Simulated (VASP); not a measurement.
# Fe (Im-3m) in VASP: further runs

Fe is run at these levels: BLYP+D4, RPBE+D4; tasks: single point, relaxation of cell and atoms.

Program: VASP 6.6.1. These are calculated values, not measurements. Logs are shortened: lines on timing, memory, paths and dates and some standing lists are left out, and cuts for length are marked.

### Step 1. The cell of the first run

The structure is cubic, space group Im-3m (No. 229). The conventional cell has a = 2.924 Å, b = 2.924 Å, c = 2.924 Å, α = 90.00°, β = 90.00°, γ = 90.00°. Fe (site symmetry m-3m) has 14 Fe at 2.53 to 2.92 Å within 3.3 Å.

### Step 2. Single point, BLYP+D4, collinear spin, ferromagnetic start

INCAR reads:

```
AGGAC = 1.0
AGGAX = 1.0
ALDAC = 0.0
ALDAX = 1.0
ALGO = Normal
EDIFF = 1E-6
ENCUT = 520
GGA = B5
ISIF = 2
ISMEAR = -1
ISPIN = 2
IVDW = 13
LASPH = T
LCHARG = F
LMAXMIX = 4
LORBIT = 11
LREAL = F
LWAVE = F
MAGMOM = 3
NBANDS = 14
NELM = 150
PREC = Accurate
SIGMA = 0.05
VDW_A1 = 0.44488865
VDW_A2 = 4.0933009
VDW_S6 = 1.0
VDW_S8 = 2.34076671
```

KPOINTS reads:

```
k-points
0
Gamma
  13 13 13
```

POSCAR reads:

```
Fe
1.0
   -1.4619890197      1.4619890197      1.4619890197
    1.4619890197     -1.4619890197      1.4619890197
    1.4619890197      1.4619890197     -1.4619890197
Fe
1
Direct
    0.0000000000      0.0000000000      0.0000000000
```

Potentials or basis: VASP PAW PBE potentials, release 64 (Fe).

Run with:

```console
$ cat potpaw_PBE.64/Fe/POTCAR > POTCAR
$ mpirun -np 1 vasp_std > vasp.out
```

OUTCAR:

```text
EDIFF = 1E-6
   ENCUT = 520
   GGA = B5
   ISIF = 2
   ISMEAR = -1
   ISPIN = 2
   IVDW = 13
   LASPH = T
   LORBIT = 11
   LREAL = F
   NELM = 150
   PREC = Accurate

 ion  position               nearest neighbor table
   1  0.000  0.000  0.000-

  LATTYP: Found a body centered cubic cell.
 ALAT       =     2.9239780394

  Lattice vectors:

 A1 = (  -1.4619890197,   1.4619890197,   1.4619890197)
 A2 = (   1.4619890197,  -1.4619890197,   1.4619890197)
 A3 = (   1.4619890197,   1.4619890197,  -1.4619890197)

Analysis of symmetry for initial positions (statically):
=====================================================================
 Subroutine PRICEL returns:
 Original cell was already a primitive cell.

 Routine SETGRP: Setting up the symmetry group for a
 body centered cubic supercell.

 Subroutine GETGRP returns: Found 48 space group operations
 (whereof 48 operations were pure point group operations)
 out of a pool of 48 trial point group operations.

The static configuration has the point symmetry O_h .

Analysis of symmetry for dynamics (positions and initial velocities):
=====================================================================
 Subroutine PRICEL returns:
 Original cell was already a primitive cell.

 Routine SETGRP: Setting up the symmetry group for a
 body centered cubic supercell.

 Subroutine GETGRP returns: Found 48 space group operations
 (whereof 48 operations were pure point group operations)
 out of a pool of 48 trial point group operations.

The dynamic configuration has the point symmetry O_h .

Analysis of structural, dynamic, and magnetic symmetry:
=====================================================================
 Subroutine PRICEL returns:
 Original cell was already a primitive cell.

 Routine SETGRP: Setting up the symmetry group for a
 body centered cubic supercell.

 Subroutine GETGRP returns: Found 48 space group operations
 (whereof 48 operations were pure point group operations)
 out of a pool of 48 trial point group operations.

The overall configuration has the point symmetry O_h .

 Subroutine INISYM returns: Found 48 space group operations
 (whereof 48 operations are pure point group operations),
 and found     1 'primitive' translations

----------------------------------------------------------------------------------------

                                     Primitive cell

  volume of cell :      12.4995

  direct lattice vectors                    reciprocal lattice vectors
    -1.461989020  1.461989020  1.461989020     0.000000000  0.341999833  0.341999833
     1.461989020 -1.461989020  1.461989020     0.341999833  0.000000000  0.341999833
     1.461989020  1.461989020 -1.461989020     0.341999833  0.341999833  0.000000000

  length of vectors
     2.532239262  2.532239262  2.532239262     0.483660802  0.483660802  0.483660802

  position of ions in fractional coordinates (direct lattice)
     0.000000000  0.000000000  0.000000000

  ion indices of the primitive-cell ions
   primitive index   ion index
                 1           1

----------------------------------------------------------------------------------------

 KPOINTS: k-points

Automatic generation of k-mesh.
 Grid dimensions read from file:
 generate k-points for:   13   13   13

 Generating k-lattice:

  Cartesian coordinates                     Fractional coordinates (reciprocal lattice)
     0.000000000  0.026307679  0.026307679     0.076923077  0.000000000  0.000000000
     0.026307679  0.000000000  0.026307679     0.000000000  0.076923077  0.000000000
     0.026307679  0.026307679  0.000000000     0.000000000  0.000000000  0.076923077

  Length of vectors
     0.037204677  0.037204677  0.037204677

  Shift w.r.t. Gamma in fractional coordinates (k-lattice)
     0.000000000  0.000000000  0.000000000

 Subroutine IBZKPT returns following result:
 ===========================================

 Found     84 irreducible k-points:

 Following reciprocal coordinates:
            Coordinates               Weight
  0.000000  0.000000  0.000000      1.000000
  0.076923  0.000000  0.000000     12.000000
  0.153846  0.000000  0.000000     12.000000
  0.230769  0.000000  0.000000     12.000000
  0.307692  0.000000  0.000000     12.000000
  0.384615  0.000000  0.000000     12.000000
[... 16 lines left out ...]
  0.153846  0.076923  0.076923     24.000000
  0.230769  0.076923  0.076923     24.000000
 [... further k-points ...]
   k-points           NKPTS =     84   k-points in BZ     NKDIM =     84   number of bands    NBANDS=     14
   number of dos      NEDOS =    301   number of ions     NIONS =      1
   total plane-waves  NPLWV =   8000
   dimension x,y,z NGX =    20 NGY =   20 NGZ =   20
   dimension x,y,z NGXF=    40 NGYF=   40 NGZF=   40
   ions per type =               1
   NGX,Y,Z   is equivalent  to a cutoff of  13.13, 13.13, 13.13 a.u.
   NGXF,Y,Z  is equivalent  to a cutoff of  26.26, 26.26, 26.26 a.u.
 SYSTEM =  unknown system
   PREC   = accura    normal or accurate (medium, high low for compatibility)
   ISTART =      0    job   : 0-new  1-cont  2-samecut
   ICHARG =      2    charge: 1-file 2-atom 10-const
   ISPIN  =      2    spin polarized calculation?
   LNONCOLLINEAR =      F non collinear calculations
   LSORBIT =      F    spin-orbit coupling
   LASPH  =      T    aspherical Exc in radial PAW
   ENCUT  =  520.0 eV  38.22 Ry    6.18 a.u.   4.71  4.71  4.71*2*pi/ulx,y,z
   NELM   =    150;   NELMIN=  2; NELMDL= -5     # of ELM steps
   EDIFF  = 0.1E-05   stopping-criterion for ELM
   LREAL  =      F    real-space projection
   EDIFFG = 0.1E-04   stopping-criterion for IOM
   NSW    =      0    number of steps for IOM
   IBRION =     -1    ionic relax: 0-MD 1-quasi-New 2-CG
   NFREE  =      0    steps in history (QN), initial steepest desc. (CG)
   ISIF   =      2    stress and relaxation
   ISYM   =      2    0-nonsym 1-usesym 2-fastsym
   POTIM  = 0.5000    time-step for ionic-motion
   TEBEG  =    0.0;   TEEND  =   0.0 temperature during run
   PSTRESS=    0.0 pullay stress
   NELECT =       8.0000    total number of electrons
   NUPDOWN=      -1.0000    fix difference up-down
   EMIN   =  10.00;   EMAX   =-10.00  energy-range for DOS
   EFERMI =   0.00;   METHOD = LEGACY
   ISMEAR =    -1;   SIGMA  =   0.05  broadening in eV -4-tet -1-fermi 0-gaus
   EFERMI_NEDOS =   21; number of points for ismear=-14 and -15
   IALGO  =     38    algorithm
   IMIX   =      4    mixing-type and parameters
     AMIX     =   0.40;   BMIX     =  1.00
     AMIX_MAG =   1.60;   BMIX_MAG =  1.00
  volume/ion in A,a.u.               =      12.50        84.35
  Fermi-wavevector in a.u.,A,eV,Ry     =   1.410828  2.666078 27.081519  1.990435
  Thomas-Fermi vector in A             =   2.532742
   LORBIT       =     11    0 simple, 1 ext, 2 COOP (PROOUT), +10 PAW based schemes
   GGA     = B5    functional components
   LHFCALC =     F    Hartree Fock is set to
   AEXX    =    0.0000 exact exchange contribution
   IVDW    =    13    specifies the selected vdW correction
   LEPSILON=     F    determine dielectric tensor
   LRPA    =     F    only Hartree local field effects (RPA)
 spin polarized calculation
  energy-cutoff  :      520.00
  volume of cell :       12.50
 maximum number of plane-waves:       358
   NGX =  9   NGY =  9   NGZ =  9

 number of electron       7.9999996 magnetization       2.3613732

 Free energy of the ion-electron system (eV)
  ---------------------------------------------------
  ext. energy  EPLUGINS =         0.00000000
  ---------------------------------------------------
  free energy    TOTEN  =        -7.16602766 eV

  energy without entropy =       -7.15555072  energy(sigma->0) =       -7.16078919

 E-fermi :   5.3653     XC(G=0): -11.9797

 val. band max:        5.3611487765   @ k =  -0.4615   0.4615   0.3077
 cond. band min:       5.3655984764   @ k =  -0.3846  -0.4615   0.2308
 fundamental gap:      0.0044496999
 Fermi energy:         5.3652960616

 spin component 1

 k-point     1 :       0.0000    0.0000    0.0000
  band No.  band energies     occupation
      1      -2.3694      1.00000
      2       3.2241      1.00000
      3       3.2241      1.00000
      4       3.2242      1.00000
      5       4.3057      1.00000
      6       4.3057      1.00000
      7      29.7424      0.00000
      8      29.7424      0.00000
      9      29.7424      0.00000
     10      34.2631      0.00000
     11      34.2631      0.00000
     12      35.4451      0.00000
     13      35.4451      0.00000
     14      35.4451      0.00000
[... 375 lines left out ...]
 k-point    24 :       0.2308    0.0769    0.0769
  band No.  band energies     occupation
      1       0.8306      1.00000
      2       2.5241      1.00000
      3       2.9101      1.00000
      4       4.2574      1.00000
      5       4.3898      1.00000
      6       5.3946      0.35750
      7      17.9873      0.00000
      8      22.1037      0.00000
      9      23.2855      0.00000
     10      31.1543      0.00000
     11      34.3913      0.00000
     12      36.7902      0.00000
     13      38.5845      0.00000
     14      41.6318      0.00000

 [... further k-points ...]

 spin component 2

 k-point     1 :       0.0000    0.0000    0.0000
  band No.  band energies     occupation
      1      -2.2004      1.00000
      2       5.2276      0.94013
      3       5.2277      0.94000
      4       5.2277      0.93999
      5       7.0663      0.00000
      6       7.0664      0.00000
      7      29.5006      0.00000
      8      29.5006      0.00000
      9      29.5006      0.00000
     10      34.4919      0.00000
     11      34.4919      0.00000
     12      36.4987      0.00000
     13      36.4987      0.00000
     14      36.4987      0.00000
[... 375 lines left out ...]
 k-point    24 :       0.2308    0.0769    0.0769
  band No.  band energies     occupation
      1       1.2978      1.00000
      2       4.3533      1.00000
      3       4.5783      1.00000
      4       6.8868      0.00000
      5       7.1685      0.00000
      6       7.4500      0.00000
      7      18.7446      0.00000
      8      22.5184      0.00000
      9      23.9620      0.00000
     10      31.2180      0.00000
     11      34.9579      0.00000
     12      37.0713      0.00000
     13      38.8914      0.00000
     14      42.0859      0.00000

 [... further k-points ...]

------------------------ aborting loop because EDIFF is reached ----------------------------------------

  DFT-D4 for vdW energy calculation

  Edisp (eV):   -0.61514

  FORCE on cell =-STRESS in cart. coord.  units (eV):
  Direction    XX          YY          ZZ          XY          YZ          ZX
  --------------------------------------------------------------------------------------
  -------------------------------------------------------------------------------------
  Total      -1.12023    -1.12023    -1.12023     0.00000     0.00000    -0.00000
  in kB    -143.59096  -143.59096  -143.59096     0.00000     0.00000    -0.00000
  external pressure =     -143.59 kB  Pullay stress =        0.00 kB

 VOLUME and BASIS-vectors are now :
 -----------------------------------------------------------------------------
  energy-cutoff  :      520.00
  volume of cell :       12.50
      direct lattice vectors                 reciprocal lattice vectors
    -1.461989020  1.461989020  1.461989020     0.000000000  0.341999833  0.341999833
     1.461989020 -1.461989020  1.461989020     0.341999833  0.000000000  0.341999833
     1.461989020  1.461989020 -1.461989020     0.341999833  0.341999833  0.000000000

 POSITION                                       TOTAL-FORCE (eV/Angst)
 -----------------------------------------------------------------------------------
      0.00000      0.00000      0.00000        -0.000000      0.000000     -0.000000
 -----------------------------------------------------------------------------------
    total drift:                                0.000000     -0.000000      0.000000

  FREE ENERGIE OF THE ION-ELECTRON SYSTEM (eV)
  ---------------------------------------------------
  free  energy   TOTEN  =        -7.7811698338 eV

  energy  without entropy=       -7.7706928944  energy(sigma->0) =       -7.77593136

 total charge

# of ion       s       p       d       tot
------------------------------------------
    1        0.451   0.442   6.244   7.137

 magnetization (x)

# of ion       s       p       d       tot
------------------------------------------
    1       -0.015  -0.047   2.428   2.366
```

Wall time 80 s (1 thread of AMD EPYC 7R13, shared host); peak memory 0.12 GiB.

What came out:

- Free energy: -7.7812 eV
- Pressure: -14.4 GPa
- Net moment: 2.36 μB per cell
- Site moments: Fe +2.37 μB
- Valence electrons inside the program's atomic spheres: Fe 7.14
- Dispersion energy per atom: -0.615 eV

Caveat: the cell stands under tension; the PAW data sets were made with another functional, which shifts forces and pressure a little.

(Continued in part 2 of 2.)
